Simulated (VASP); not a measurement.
# Si7WO16 (a cell with a defect) in VASP: notebook

Si7WO16 (a cell with a defect) is run at these levels: PBE; tasks: single point.

Everything below comes from runs of VASP 6.6.1. Logs are shortened: lines on timing, memory, paths and dates and some standing lists are left out, and cuts for length are marked.

## Step 1: The cell of the first run

The cell holds a defect, 24 atoms: a = 8.726 Å, b = 8.726 Å, c = 7.186 Å, α = 65.69°, β = 65.69°, γ = 48.63°.

## Step 2: Single point, PBE

The input, INCAR:

```
SYSTEM = Si7WO16
  PREC = Accurate
  ENCUT = 520
  EDIFF = 1E-6
  ISMEAR = -1
  SIGMA = 0.01
  LREAL = .FALSE.
  LASPH = .TRUE.
  NELM = 120
  ALGO = Normal
  ISIF = 2
  LWAVE = .FALSE.
  LCHARG = .FALSE.
  GGA = PE
  NBANDS = 87
  GGA_COMPAT = .FALSE.
```

The input, KPOINTS:

```
Automatic mesh
0
G
  1 1 1
  0 0 0
```

The input, POSCAR:

```
Si7WO16
1.0
    0.0000000000      5.0813926894      7.0944098913
    5.0813926894      0.0000000000      7.0944098913
    5.0813926894      5.0813926894      0.0000000000
Si W O
7 1 16
Direct
    0.2690812932      0.2547661132      0.4412536074
    0.7305353314      0.7468456860      0.9646046167
    0.0459684871      0.6891495970      0.1317015696
    0.5892273255      0.1494427744      0.6312895124
    0.4103291999      0.8519605125      0.3693032764
    0.9536179264      0.3124157576      0.8667219930
   -0.0002277402      0.0006708118      0.3065840094
    0.4996029212      0.5003861973      0.7821906631
    0.1519546710      0.2136432744      0.6793706911
    0.5583765473      0.7394732736      0.1690794561
    0.4975863007      0.2777222365      0.8115876754
    0.9888410190      0.8430031752      0.2575249101
    0.4404286845      0.2628325531      0.4670806953
    0.8465683635      0.7887397322      1.0452112769
    0.1976102251      0.8787900790      0.4089147192
    0.7770153294      0.3377964976      0.8027323273
    0.0114618160      0.1576792630      0.0887190928
    0.5020615507      0.7226334655      0.5858381409
    0.3735173464      0.0722642370      0.3226882321
    0.8869740721      0.5313204658      0.8798588648
    0.2214447479      0.6645110000      0.9155312119
    0.8016731069      0.1230102372      0.4845517028
    0.1137558046      0.4693860528      0.2959013127
    0.6273819431      0.9282996562      0.7668734333
```

Potentials or basis: VASP PAW PBE potentials, release 64 (Si, W_sv, O).

The run is started by

```console
$ cat potpaw_PBE.64/Si/POTCAR potpaw_PBE.64/W_sv/POTCAR potpaw_PBE.64/O/POTCAR > POTCAR
$ mpirun -np 1 vasp_gam > vasp.out
```

OUTCAR:

```text
SYSTEM = Si7WO16
   PREC = Accurate
   ENCUT = 520
   EDIFF = 1E-6
   ISMEAR = -1
   LREAL = .FALSE.
   LASPH = .TRUE.
   NELM = 120
   ISIF = 2
   GGA = PE

 ion  position               nearest neighbor table
   1  0.269  0.255  0.441-  23 1.62   9 1.62  19 1.63  13 1.63   4 3.04   5 3.06   6 3.11
   2  0.731  0.747  0.965-  20 1.62  14 1.63  10 1.63  24 1.63   5 3.04   4 3.06   3 3.11
   3  0.046  0.689  0.132-  12 1.62  14 1.62  23 1.62  21 1.64   2 3.11
   4  0.589  0.149  0.631-  22 1.62  24 1.63  13 1.63  11 1.65   1 3.04   2 3.06   7 3.07   8 3.17

   5  0.410  0.852  0.369-  15 1.62  19 1.63  10 1.63  18 1.65   2 3.04   1 3.06   7 3.07   8 3.17

   6  0.954  0.312  0.867-  17 1.62   9 1.62  20 1.62  16 1.64   1 3.11
   7  1.000  0.001  0.307-  17 1.62  15 1.62  12 1.62  22 1.62   5 3.07   4 3.07
   8  0.500  0.500  0.782-  16 1.86  21 1.87  11 1.88  18 1.88   4 3.17   5 3.17
   9  0.152  0.214  0.679-   6 1.62   1 1.62
  10  0.558  0.739  0.169-   2 1.63   5 1.63
  11  0.498  0.278  0.812-   4 1.65   8 1.88
  12  0.989  0.843  0.258-   3 1.62   7 1.62
  13  0.440  0.263  0.467-   1 1.63   4 1.63
  14  0.847  0.789  0.045-   3 1.62   2 1.63
[... 8 lines left out ...]
  23  0.114  0.469  0.296-   3 1.62   1 1.62
  24  0.627  0.928  0.767-   2 1.63   4 1.63

  LATTYP: Found a body centered tetragonal cell.
 ALAT       =     7.1861744571
 C/A-ratio  =     1.9744608021

  Lattice vectors:

 A1 = (  -5.0813926894,   0.0000000000,   7.0944098913)
 A2 = (   5.0813926894,   0.0000000000,   7.0944098913)
 A3 = (   0.0000000000,   5.0813926894,  -7.0944098913)

Analysis of symmetry for initial positions (statically):
=====================================================================
 Subroutine PRICEL returns:
 Original cell was already a primitive cell.

 Routine SETGRP: Setting up the symmetry group for a
 body centered tetragonal supercell.

 Subroutine GETGRP returns: Found  1 space group operations
 (whereof  1 operations were pure point group operations)
 out of a pool of 16 trial point group operations.

The static configuration has the point symmetry C_1 .

Analysis of symmetry for dynamics (positions and initial velocities):
=====================================================================
 Subroutine PRICEL returns:
 Original cell was already a primitive cell.

 Routine SETGRP: Setting up the symmetry group for a
 body centered tetragonal supercell.

 Subroutine GETGRP returns: Found  1 space group operations
 (whereof  1 operations were pure point group operations)
 out of a pool of 16 trial point group operations.

The dynamic configuration has the point symmetry C_1 .

 Subroutine INISYM returns: Found  1 space group operations
 (whereof  1 operations are pure point group operations),
 and found     1 'primitive' translations

----------------------------------------------------------------------------------------

                                     Primitive cell

  volume of cell :     366.3632

  direct lattice vectors                    reciprocal lattice vectors
     0.000000000  5.081392689  7.094409891    -0.098398221  0.098398221  0.070478025
     5.081392689  0.000000000  7.094409891     0.098398221 -0.098398221  0.070478025
     5.081392689  5.081392689  0.000000000     0.098398221  0.098398221 -0.070478025

  length of vectors
     8.726465686  8.726465686  7.186174457     0.155985806  0.155985806  0.155985806

  position of ions in fractional coordinates (direct lattice)
     0.269081293  0.254766113  0.441253607
     0.730535331  0.746845686  0.964604617
     0.045968487  0.689149597  0.131701570
     0.589227325  0.149442774  0.631289512
     0.410329200  0.851960512  0.369303276
     0.953617926  0.312415758  0.866721993
[... 16 lines left out ...]
     0.113755805  0.469386053  0.295901313
     0.627381943  0.928299656  0.766873433

  ion indices of the primitive-cell ions
   primitive index   ion index
                 1           1
                 2           2
                 3           3
                 4           4
                 5           5
                 6           6
[... 16 lines left out ...]
                23          23
                24          24

----------------------------------------------------------------------------------------

 KPOINTS: Automatic mesh

Automatic generation of k-mesh.
 Grid dimensions read from file:
 generate k-points for:    1    1    1

 Generating k-lattice:

  Cartesian coordinates                     Fractional coordinates (reciprocal lattice)
    -0.098398221  0.098398221  0.070478025     1.000000000  0.000000000  0.000000000
     0.098398221 -0.098398221  0.070478025     0.000000000  1.000000000  0.000000000
     0.098398221  0.098398221 -0.070478025    -0.000000000 -0.000000000  1.000000000

  Length of vectors
     0.155985806  0.155985806  0.155985806

  Shift w.r.t. Gamma in fractional coordinates (k-lattice)
     0.000000000  0.000000000  0.000000000

 Subroutine IBZKPT returns following result:
 ===========================================

 Found      1 irreducible k-points:

 Following reciprocal coordinates:
            Coordinates               Weight
  0.000000  0.000000  0.000000      1.000000
   k-points           NKPTS =      1   k-points in BZ     NKDIM =      1   number of bands    NBANDS=     87
   number of dos      NEDOS =    301   number of ions     NIONS =     24
   total plane-waves  NPLWV = 264600
   dimension x,y,z NGX =    70 NGY =   70 NGZ =   54
   dimension x,y,z NGXF=   140 NGYF=  140 NGZF=  108
   ions per type =               7   1  16
   NGX,Y,Z   is equivalent  to a cutoff of  13.34, 13.34, 12.49 a.u.
   NGXF,Y,Z  is equivalent  to a cutoff of  26.67, 26.67, 24.98 a.u.
 SYSTEM =  Si7WO16
   PREC   = accura    normal or accurate (medium, high low for compatibility)
   ISTART =      0    job   : 0-new  1-cont  2-samecut
   ICHARG =      2    charge: 1-file 2-atom 10-const
   ISPIN  =      1    spin polarized calculation?
   LNONCOLLINEAR =      F non collinear calculations
   LSORBIT =      F    spin-orbit coupling
   LASPH  =      T    aspherical Exc in radial PAW
   ENCUT  =  520.0 eV  38.22 Ry    6.18 a.u.  16.23 16.23 13.36*2*pi/ulx,y,z
   NELM   =    120;   NELMIN=  2; NELMDL= -5     # of ELM steps
   EDIFF  = 0.1E-05   stopping-criterion for ELM
   LREAL  =      F    real-space projection
   EDIFFG = 0.1E-04   stopping-criterion for IOM
   NSW    =      0    number of steps for IOM
   IBRION =     -1    ionic relax: 0-MD 1-quasi-New 2-CG
   NFREE  =      0    steps in history (QN), initial steepest desc. (CG)
   ISIF   =      2    stress and relaxation
   ISYM   =      2    0-nonsym 1-usesym 2-fastsym
   POTIM  = 0.5000    time-step for ionic-motion
   TEBEG  =    0.0;   TEEND  =   0.0 temperature during run
   PSTRESS=    0.0 pullay stress
   NELECT =     138.0000    total number of electrons
   NUPDOWN=      -1.0000    fix difference up-down
   EMIN   =  10.00;   EMAX   =-10.00  energy-range for DOS
   EFERMI =   0.00;   METHOD = LEGACY
   ISMEAR =    -1;   SIGMA  =   0.01  broadening in eV -4-tet -1-fermi 0-gaus
   EFERMI_NEDOS =   21; number of points for ismear=-14 and -15
   IALGO  =     38    algorithm
   IMIX   =      4    mixing-type and parameters
     AMIX     =   0.40;   BMIX     =  1.00
     AMIX_MAG =   1.60;   BMIX_MAG =  1.00
  volume/ion in A,a.u.               =      15.27       103.01
  Fermi-wavevector in a.u.,A,eV,Ry     =   1.182308  2.234238 19.018931  1.397852
  Thomas-Fermi vector in A             =   2.318565
   LORBIT       =      0    0 simple, 1 ext, 2 COOP (PROOUT), +10 PAW based schemes
   GGA     = PE    functional components
   LHFCALC =     F    Hartree Fock is set to
   AEXX    =    0.0000 exact exchange contribution
   IVDW    =     0    specifies the selected vdW correction
   LEPSILON=     F    determine dielectric tensor
   LRPA    =     F    only Hartree local field effects (RPA)
 non-spin polarized calculation
  energy-cutoff  :      520.00
  volume of cell :      366.36
 maximum number of plane-waves:      4932
 NGX is ok and might be reduce to    70
   NGX = 33   NGY = 33   NGZ = 27

 number of electron     137.9999998 magnetization

 Free energy of the ion-electron system (eV)
  ---------------------------------------------------
  ext. energy  EPLUGINS =         0.00000000
  ---------------------------------------------------
  free energy    TOTEN  =      -191.86338363 eV

  energy without entropy =     -191.86338363  energy(sigma->0) =     -191.86338363

 E-fermi :   3.4436     XC(G=0):  -8.3640

 val. band max:        3.1756546973   @ k =   0.0000   0.0000   0.0000
 cond. band min:       4.4328996594   @ k =   0.0000   0.0000   0.0000
 fundamental gap:      1.2572449621
 Fermi energy:         3.4435662212

 k-point     1 :       0.0000    0.0000    0.0000
  band No.  band energies     occupation
      1     -72.7092      2.00000
      2     -37.3825      2.00000
      3     -37.3301      2.00000
      4     -36.2929      2.00000
      5     -19.3987      2.00000
      6     -18.6072      2.00000
[... 73 lines left out ...]
     80       9.0887      0.00000
     81       9.2411      0.00000
 [bands above 81 left out]

------------------------ aborting loop because EDIFF is reached ----------------------------------------

  FORCE on cell =-STRESS in cart. coord.  units (eV):
  Direction    XX          YY          ZZ          XY          YZ          ZX
  --------------------------------------------------------------------------------------
  -------------------------------------------------------------------------------------
  Total        1.4217952      1.5969892      8.5232595     -7.2292927      1.7302560     -1.7380180
  in kB        6.2177868      6.9839444     37.2738717    -31.6151032      7.5667461     -7.6006908
  external PRESSURE =      16.8252010 kB  Pullay stress =       0.0000000 kB

 VOLUME and BASIS-vectors are now :
 -----------------------------------------------------------------------------
  energy-cutoff  :      520.00
  volume of cell :      366.36
      direct lattice vectors                 reciprocal lattice vectors
     0.000000000  5.081392689  7.094409891    -0.098398221  0.098398221  0.070478025
     5.081392689  0.000000000  7.094409891     0.098398221 -0.098398221  0.070478025
     5.081392689  5.081392689  0.000000000     0.098398221  0.098398221 -0.070478025

 POSITION                                       TOTAL-FORCE (eV/Angst)
 -----------------------------------------------------------------------------------
      3.53675      3.60949      3.71639        -0.002425     -0.004657      0.012056
      8.69655      8.61367     10.48115        -0.017453      0.009251     -0.009867
      4.17107      0.90281      5.21523         0.061253     -0.010619     -0.026792
      3.96721      6.20193      5.24043        -0.020641     -0.047307     -0.000258
      6.20572      3.96162      8.95520        -0.045976     -0.045358      0.008518
      5.99166      9.24986      8.98176        -0.012710      0.057260      0.028720
[... 16 lines left out ...]
      3.88873      2.08163      4.13705        -0.015767      0.025317      0.014252
      8.61384      7.08476     11.03664         0.007277     -0.008118     -0.008391
 -----------------------------------------------------------------------------------
    total drift:                               -0.000085     -0.000314      0.000257

  FREE ENERGIE OF THE ION-ELECTRON SYSTEM (eV)
  ---------------------------------------------------
  free  energy   TOTEN  =      -191.8633836273 eV

  energy  without entropy=     -191.8633836273  energy(sigma->0) =     -191.86338363
```

Wall time 60 s (1 thread of Intel Xeon Platinum 8488C (Sapphire Rapids), shared host); peak memory 0.56 GiB.

Results:

```
Free energy   : -191.8634 eV
Pressure      : 1.7 GPa
Largest force : 0.163 eV/Å
```

Forces in eV/Å, atoms in the order of the input:
```
Si  -0.002 -0.005  0.012
Si  -0.017  0.009 -0.010
Si   0.061 -0.011 -0.027
Si  -0.021 -0.047  0.000
Si  -0.046 -0.045  0.009
Si  -0.013  0.057  0.029
Si   0.011  0.022 -0.004
W    0.057  0.015  0.024
O    0.016 -0.005 -0.019
O    0.029  0.012  0.026
O   -0.114  0.020 -0.115
O   -0.028  0.005  0.003
O    0.018  0.041 -0.033
O   -0.008  0.013  0.012
O    0.007  0.005  0.005
O   -0.087  0.087  0.042
O    0.002 -0.033  0.002
O    0.032 -0.047  0.089
O   -0.004 -0.006  0.001
O    0.038 -0.035 -0.009
O    0.076 -0.073 -0.040
O    0.001  0.002 -0.002
O   -0.016  0.025  0.014
O    0.007 -0.008 -0.008
```

Caveat: the k points lie up to 0.98 Å⁻¹ apart; spin-orbit coupling is left out, which moves the levels of the heavy elements.

[end of part 1 of 2]
